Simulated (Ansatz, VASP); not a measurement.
# One calculation of Te, two programs

```
Te
1.0
     2.16994    1.25281    1.90950
    -2.16994    1.25281    1.90950
     0.00000   -2.50563    1.90950
Te
1
Direct
  0.50000 0.50000 0.50000
```

Alike in both runs: task single point; functional r2SCAN; k mesh 18 × 18 × 18; occupations gaussian, width 0.15 eV; no spin polarisation.

|  | VASP | Ansatz |
| --- | --- | --- |
| version | VASP 6.6.1 | Ansatz 0.2.0 |
| potentials or method | VASP PAW PBE potentials, release 64 (Te), cutoff 520 eV | scalar-relativistic, plane waves, PAW |
| valence electrons in the cell | 6 | 16 |

```tsv
	VASP	Ansatz	Ansatz less VASP
gap on the k mesh at the Fermi level (eV)	none	none	-
pressure (GPa)	2.1	2.1	+0.03
traceless stress, the component that is largest in VASP (GPa)	-0.10	-0.10	+0.001
```

VASP's potentials were made for PBE, not for r2SCAN. A gap of «none» marks a metal or a gap that the smearing closes. The functional is the same, so the differences come from potentials, cutoffs and numerics. VASP's potentials hold 6 valence electrons a cell and Ansatz's 16, so a difference there can come from the potentials and not from the codes.

Spin-orbit coupling is off throughout.
